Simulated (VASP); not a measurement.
# Si2Mo (AlB2 type) (P6/mmm) in VASP: notebook

Runs on Si2Mo (AlB2 type). Level: PBE. Tasks: relaxation of cell and atoms.

Everything below comes from runs of VASP 6.6.1. Logs are shortened: lines on timing, memory, paths and dates and some standing lists are left out, and cuts for length are marked.

## Step 1: The cell of the first run

It takes space group P6/mmm (No. 191, hexagonal). Conventional cell: a = 3.376 Å, b = 3.376 Å, c = 3.714 Å, α = 90.00°, β = 90.00°, γ = 120.00°. Mo (site symmetry 6/mmm) has 12 Si at 2.69 Å and 6 Mo at 3.38 Å within 3.5 Å. Within 2.7 Å of Si (site symmetry -6m2) lie 3 Si at 1.95 Å and 6 Mo at 2.69 Å.

## Step 2: Relaxation of cell and atoms, PBE, target pressure 28 GPa, at which the enthalpy is minimised

INCAR

```
SYSTEM = Si2Mo
PREC = Accurate
ENCUT = 600
EDIFF = 1E-6
ISMEAR = -1
SIGMA = 0.05
LREAL = .False.
LASPH = .True.
NELM = 80
ALGO = Normal
ISIF = 3
LWAVE = .False.
LCHARG = .False.
GGA = PE
IBRION = 2
NSW = 60
EDIFFG = -0.005
PSTRESS = 280.0
```

KPOINTS

```
regular mesh
0
Gamma
  9 9 7
  0 0 0
```

POSCAR

```
Si2Mo
1.0
    3.3760450251      0.0000000000      0.0000000000
   -1.6880225126      2.9237407561      0.0000000000
    0.0000000000      0.0000000000      3.7136495276
Mo Si
1 2
Direct
    0.0000000000      0.0000000000      0.0000000000
    0.3333333333      0.6666666667      0.5000000000
    0.6666666667      0.3333333333      0.5000000000
```

Potentials or basis: VASP PAW PBE potentials, release 64 (Mo_sv, Si).

Launch:

```console
> cat potpaw_PBE.64/Mo_sv/POTCAR potpaw_PBE.64/Si/POTCAR > POTCAR
> mpirun -np 1 vasp_std > vasp.out
```

OUTCAR:

```text
SYSTEM = Si2Mo
   PREC = Accurate
   ENCUT = 600
   EDIFF = 1E-6
   ISMEAR = -1
   LREAL = .False.
   LASPH = .True.
   NELM = 80
   ISIF = 3
   GGA = PE
   IBRION = 2
   NSW = 60
   EDIFFG = -0.005
   PSTRESS = 280.0

 ion  position               nearest neighbor table
   1  0.000  0.000  0.000-   2 2.69   3 2.69   2 2.69   3 2.69   3 2.69   3 2.69   2 2.69   2 2.69
                             3 2.69   3 2.69   2 2.69   2 2.69
   2  0.333  0.667  0.500-   3 1.95   3 1.95   3 1.95   1 2.69   1 2.69   1 2.69   1 2.69   1 2.69
                             1 2.69
   3  0.667  0.333  0.500-   2 1.95   2 1.95   2 1.95   1 2.69   1 2.69   1 2.69   1 2.69   1 2.69
                             1 2.69

  LATTYP: Found a hexagonal cell.
 ALAT       =     3.3760450251
 C/A-ratio  =     1.1000000000

  Lattice vectors:

 A1 = (   3.3760450251,   0.0000000000,   0.0000000000)
 A2 = (  -1.6880225126,   2.9237407561,   0.0000000000)
 A3 = (   0.0000000000,   0.0000000000,   3.7136495276)

Analysis of symmetry for initial positions (statically):
=====================================================================
 Subroutine PRICEL returns:
 Original cell was already a primitive cell.

 Routine SETGRP: Setting up the symmetry group for a
 hexagonal supercell.

 Subroutine GETGRP returns: Found 24 space group operations
 (whereof 24 operations were pure point group operations)
 out of a pool of 24 trial point group operations.

The static configuration has the point symmetry D_6h.

Analysis of symmetry for dynamics (positions and initial velocities):
=====================================================================
 Subroutine PRICEL returns:
 Original cell was already a primitive cell.

 Routine SETGRP: Setting up the symmetry group for a
 hexagonal supercell.

 Subroutine GETGRP returns: Found 24 space group operations
 (whereof 24 operations were pure point group operations)
 out of a pool of 24 trial point group operations.

The dynamic configuration has the point symmetry D_6h.

 Subroutine INISYM returns: Found 24 space group operations
 (whereof 24 operations are pure point group operations),
 and found     1 'primitive' translations

----------------------------------------------------------------------------------------

                                     Primitive cell

  volume of cell :      36.6562

  direct lattice vectors                    reciprocal lattice vectors
     3.376045025  0.000000000  0.000000000     0.296204580  0.171013794  0.000000000
    -1.688022513  2.923740756  0.000000000     0.000000000  0.342027588  0.000000000
     0.000000000  0.000000000  3.713649528     0.000000000  0.000000000  0.269276891

  length of vectors
     3.376045025  3.376045025  3.713649528     0.342027588  0.342027588  0.269276891

  position of ions in fractional coordinates (direct lattice)
     0.000000000  0.000000000  0.000000000
     0.333333333  0.666666667  0.500000000
     0.666666667  0.333333333  0.500000000

  ion indices of the primitive-cell ions
   primitive index   ion index
                 1           1
                 2           2
                 3           3

----------------------------------------------------------------------------------------

 KPOINTS: regular mesh

Automatic generation of k-mesh.
 Grid dimensions read from file:
 generate k-points for:    9    9    7

 Generating k-lattice:

  Cartesian coordinates                     Fractional coordinates (reciprocal lattice)
     0.032911620  0.019001533  0.000000000     0.111111111 -0.000000000  0.000000000
     0.000000000  0.038003065  0.000000000     0.000000000  0.111111111  0.000000000
     0.000000000  0.000000000  0.038468127     0.000000000  0.000000000  0.142857143

  Length of vectors
     0.038003065  0.038003065  0.038468127

  Shift w.r.t. Gamma in fractional coordinates (k-lattice)
     0.000000000  0.000000000  0.000000000

 Subroutine IBZKPT returns following result:
 ===========================================

 Found     48 irreducible k-points:

 Following reciprocal coordinates:
            Coordinates               Weight
  0.000000  0.000000  0.000000      1.000000
  0.111111  0.000000  0.000000      6.000000
  0.222222  0.000000  0.000000      6.000000
  0.333333  0.000000  0.000000      6.000000
  0.444444  0.000000  0.000000      6.000000
  0.111111  0.111111  0.000000      6.000000
[... 16 lines left out ...]
  0.333333  0.222222  0.142857     24.000000
  0.333333  0.333333  0.142857      4.000000
 [... further k-points ...]
   k-points           NKPTS =     48   k-points in BZ     NKDIM =     48   number of bands    NBANDS=     15
   number of dos      NEDOS =    301   number of ions     NIONS =      3
   total plane-waves  NPLWV =  23520
   dimension x,y,z NGX =    28 NGY =   28 NGZ =   30
   dimension x,y,z NGXF=    56 NGYF=   56 NGZF=   60
   ions per type =               1   2
   NGX,Y,Z   is equivalent  to a cutoff of  13.79, 13.79, 13.43 a.u.
   NGXF,Y,Z  is equivalent  to a cutoff of  27.58, 27.58, 26.86 a.u.
 SYSTEM =  Si2Mo
   PREC   = accura    normal or accurate (medium, high low for compatibility)
   ISTART =      0    job   : 0-new  1-cont  2-samecut
   ICHARG =      2    charge: 1-file 2-atom 10-const
   ISPIN  =      1    spin polarized calculation?
   LNONCOLLINEAR =      F non collinear calculations
   LSORBIT =      F    spin-orbit coupling
   LASPH  =      T    aspherical Exc in radial PAW
   ENCUT  =  600.0 eV  44.10 Ry    6.64 a.u.   6.74  6.74  7.42*2*pi/ulx,y,z
   NELM   =     80;   NELMIN=  2; NELMDL= -5     # of ELM steps
   EDIFF  = 0.1E-05   stopping-criterion for ELM
   LREAL  =      F    real-space projection
   EDIFFG = -.5E-02   stopping-criterion for IOM
   NSW    =     60    number of steps for IOM
   IBRION =      2    ionic relax: 0-MD 1-quasi-New 2-CG
   NFREE  =      1    steps in history (QN), initial steepest desc. (CG)
   ISIF   =      3    stress and relaxation
   ISYM   =      2    0-nonsym 1-usesym 2-fastsym
   POTIM  = 0.5000    time-step for ionic-motion
   TEBEG  =    0.0;   TEEND  =   0.0 temperature during run
   PSTRESS=  280.0 pullay stress
   NELECT =      22.0000    total number of electrons
   NUPDOWN=      -1.0000    fix difference up-down
   EMIN   =  10.00;   EMAX   =-10.00  energy-range for DOS
   EFERMI =   0.00;   METHOD = LEGACY
   ISMEAR =    -1;   SIGMA  =   0.05  broadening in eV -4-tet -1-fermi 0-gaus
   EFERMI_NEDOS =   21; number of points for ismear=-14 and -15
   IALGO  =     38    algorithm
   IMIX   =      4    mixing-type and parameters
     AMIX     =   0.40;   BMIX     =  1.00
     AMIX_MAG =   1.60;   BMIX_MAG =  1.00
  volume/ion in A,a.u.               =      12.22        82.46
  Fermi-wavevector in a.u.,A,eV,Ry     =   1.380913  2.609548 25.945240  1.906921
  Thomas-Fermi vector in A             =   2.505746
   LORBIT       =      0    0 simple, 1 ext, 2 COOP (PROOUT), +10 PAW based schemes
   GGA     = PE    functional components
   LHFCALC =     F    Hartree Fock is set to
   AEXX    =    0.0000 exact exchange contribution
   IVDW    =     0    specifies the selected vdW correction
   LEPSILON=     F    determine dielectric tensor
   LRPA    =     F    only Hartree local field effects (RPA)
 conjugate gradient relaxation of ions
 non-spin polarized calculation
  energy-cutoff  :      600.00
  volume of cell :       36.66
 maximum number of plane-waves:      1236
 NGX is ok and might be reduce to    28
   NGX = 13   NGY = 13   NGZ = 15

--------------------------------------- Ionic step        1  -------------------------------------------

 number of electron      21.9999999 magnetization

 Free energy of the ion-electron system (eV)
  ---------------------------------------------------
  ext. energy  EPLUGINS =         0.00000000
  ---------------------------------------------------
  free energy    TOTEN  =       -16.77016589 eV

  energy without entropy =      -16.75124340  energy(sigma->0) =      -16.76070465

------------------------ aborting loop because EDIFF is reached ----------------------------------------

  FORCE on cell =-STRESS in cart. coord.  units (eV):
  Direction    XX          YY          ZZ          XY          YZ          ZX
  --------------------------------------------------------------------------------------
  -------------------------------------------------------------------------------------
  Total       22.3647051     22.3647051      2.8276736     -0.0000000      0.0000000      0.0000000
  in kB      977.5202222    977.5202223    123.5924257     -0.0000000      0.0000000      0.0000000
  external PRESSURE =     412.8776234 kB  Pullay stress =     280.0000000 kB
[... 26 lines left out ...]
--------------------------------------- Ionic step        2  -------------------------------------------

 number of electron      21.9999999 magnetization

 E-fermi :   8.3823     XC(G=0): -10.9764

 val. band max:        8.3684687572   @ k =   0.3333   0.0000   0.1429
 cond. band min:       8.4013200198   @ k =   0.4444   0.1111   0.1429
 fundamental gap:      0.0328512626
 Fermi energy:         8.3822524776

 k-point     1 :       0.0000    0.0000    0.0000
  band No.  band energies     occupation
      1     -52.7393      2.00000
      2     -26.8414      2.00000
      3     -26.7594      2.00000
      4     -26.7594      2.00000
      5      -3.4537      2.00000
      6       4.4559      2.00000
      7       4.4559      2.00000
      8       6.1510      2.00000
      9       6.2594      2.00000
     10       8.0347      1.99809
     11       8.3477      1.33270
     12       8.3477      1.33270
     13       8.9240      0.00004
     14       8.9240      0.00004
[... 401 lines left out ...]
      2     -26.8553      2.00000
      3     -26.7672      2.00000
      4     -26.7672      2.00000
      5      -0.4767      2.00000
      6      -0.4767      2.00000
      7       2.3926      2.00000
      8       6.4560      2.00000
      9       6.4560      2.00000
     10       7.5275      2.00000
     11       8.2979      1.68786
     12       8.2979      1.68786
     13      11.0657      0.00000
     14      11.0657      0.00000
     15      11.7918      0.00000

 [... further k-points ...]
[... 5 lines left out ...]
  --------------------------------------------------------------------------------------
  -------------------------------------------------------------------------------------
  Total       -6.1659747     -6.1659747     -9.4122097      0.0000000      0.0000000      0.0000000
  in kB     -181.0881483   -181.0881483   -276.4266307      0.0000000      0.0000000      0.0000000
  external PRESSURE =    -492.8676425 kB  Pullay stress =     280.0000000 kB
[... 61 lines left out ...]
  energy  without entropy=      -19.4761716082  energy(sigma->0) =      -19.49028802

  enthalpy is  TOTEN    =       -11.7921632365 eV   P V=        7.7122411931

[... ionic steps 4 to 19 ...]

--------------------------------------- Ionic step       20  -------------------------------------------

 number of electron      22.0000000 magnetization

------------------------ aborting loop because EDIFF is reached ----------------------------------------
[... 73 lines left out ...]
--------------------------------------- Ionic step       22  -------------------------------------------

 number of electron      22.0000000 magnetization

 Free energy of the ion-electron system (eV)
  ---------------------------------------------------
  ext. energy  EPLUGINS =         0.00000000
  ---------------------------------------------------
  free energy    TOTEN  =       -20.92222418 eV

  energy without entropy =      -20.91014015  energy(sigma->0) =      -20.91618217

 E-fermi :  13.9600     XC(G=0): -12.8241

 val. band max:       13.8677406630   @ k =   0.2222   0.1111   0.1429
 cond. band min:      14.0109961300   @ k =   0.1111   0.1111   0.4286
 fundamental gap:      0.1432554670
 Fermi energy:        13.9599674207

 k-point     1 :       0.0000    0.0000    0.0000
  band No.  band energies     occupation
      1     -47.2774      2.00000
      2     -21.4360      2.00000
      3     -21.4360      2.00000
      4     -20.5362      2.00000
      5      -0.7221      2.00000
      6       6.9529      2.00000
      7       6.9529      2.00000
      8       9.1746      2.00000
      9       9.3359      2.00000
     10      13.0876      2.00000
     11      13.0876      2.00000
     12      15.7291      0.00000
     13      15.7291      0.00000
     14      17.6145      0.00000
[... 401 lines left out ...]
      2     -21.4174      2.00000
      3     -21.4174      2.00000
      4     -20.9056      2.00000
      5       2.7354      2.00000
      6       2.7354      2.00000
      7       6.1999      2.00000
      8      10.8911      2.00000
      9      11.1792      2.00000
     10      11.1792      2.00000
     11      14.1554      0.03936
     12      14.1554      0.03936
     13      17.0523      0.00000
     14      18.7957      0.00000
     15      18.7957      0.00000

 [... further k-points ...]
[... 5 lines left out ...]
  --------------------------------------------------------------------------------------
  -------------------------------------------------------------------------------------
  Total        6.4684839      6.4684839      6.4754263     -0.0000000     -0.0000000      0.0000000
  in kB      279.4258317    279.4258317    279.7257306     -0.0000000     -0.0000000      0.0000000
  external PRESSURE =      -0.4742020 kB  Pullay stress =     280.0000000 kB
[... 22 lines left out ...]
  energy  without entropy=      -20.9101401518  energy(sigma->0) =      -20.91618217

  enthalpy is  TOTEN    =       -14.4404487142 eV   P V=        6.4817754664

 reached required accuracy - stopping structural energy minimisation
```

Wall time 9.1 min (1 thread of Intel Xeon 8259CL, shared host); peak memory 0.19 GiB.

Results:

```
Free energy                                                : -20.9222 eV
Relaxed volume                                             : 12.36 Å³/atom
Relaxed cell                                               : a = 4.113 Å, b = 4.113 Å, c = 2.532 Å, α = 90.00°, β = 90.00°, γ = 120.00°
Space group after relaxing (to 0.1 Å)                      : P6/mmm (No. 191)
Energy change on relaxing (the run minimises the enthalpy) : -1384.0 meV/atom
Ionic steps                                                : 22
Pressure after relaxing                                    : 28.0 GPa
Band gap on the k mesh                                     : zero (bands 11 and 12 overlap by 2.07 eV)
```

The path:
```tsv
step	energy change (eV)	largest force (eV/Å)	pressure (GPa)	volume (Å³)
1	0.0000	0.0000	69.29	36.66
2	-2.6597	0.0000	-21.29	54.55
3	-2.7342	0.0000	6.00	44.13
4	-2.6404	0.0000	9.31	43.52
5	-3.6734	0.0000	19.52	38.77
6	-3.7809	0.0000	35.11	36.19
7	1.2228	0.0000	148.36	30.19
8	-3.7587	0.0000	38.97	35.72
9	-2.7207	0.0000	74.43	33.08
10	-3.7011	0.0000	43.73	35.22
11	-3.6617	0.0000	45.95	35.02
12	-3.5120	0.0000	28.42	38.89
13	-3.8945	0.0000	38.85	35.87
14	-3.9179	0.0000	37.86	36.01
15	-4.3705	0.0000	14.07	38.96
16	-4.1595	0.0000	27.62	37.13
17	-4.1539	0.0000	27.89	37.10
18	-4.1501	0.0000	28.08	37.08
19	-4.1484	0.0000	28.14	37.07
20	-4.1475	0.0000	28.17	37.06
21	-4.1489	0.0000	28.12	37.07
22	-4.1521	0.0000	27.95	37.09
```

Final structure:
```xyz
3
Lattice="4.1130 0.0000 0.0000 -2.0565 3.5620 0.0000 0.0000 0.0000 2.5316" Properties=species:S:1:pos:R:3 pbc="T T T"
Mo    0.0000    0.0000    0.0000
Si    0.0000    2.3747    1.2658
Si    2.0565    1.1873    1.2658
```

Levels at points of the mesh, in eV from the Fermi level:
| k point | band 9 | band 10 | band 11 | band 12 | band 13 | band 14 |
| --- | --- | --- | --- | --- | --- | --- |
| (0.00, 0.00, 0.00) | -4.62 | -0.87 | -0.87 | 1.77 | 1.77 | 3.65 |

Caveat: the cell is relaxed towards a set pressure, so the run minimises the enthalpy, not the energy; a cell axis changed by over 15 % at a fixed basis, so the end point is rough.

[end of part 1 of 2]

The gap in the log of VASP goes by the Fermi energy; the results here count the filled bands.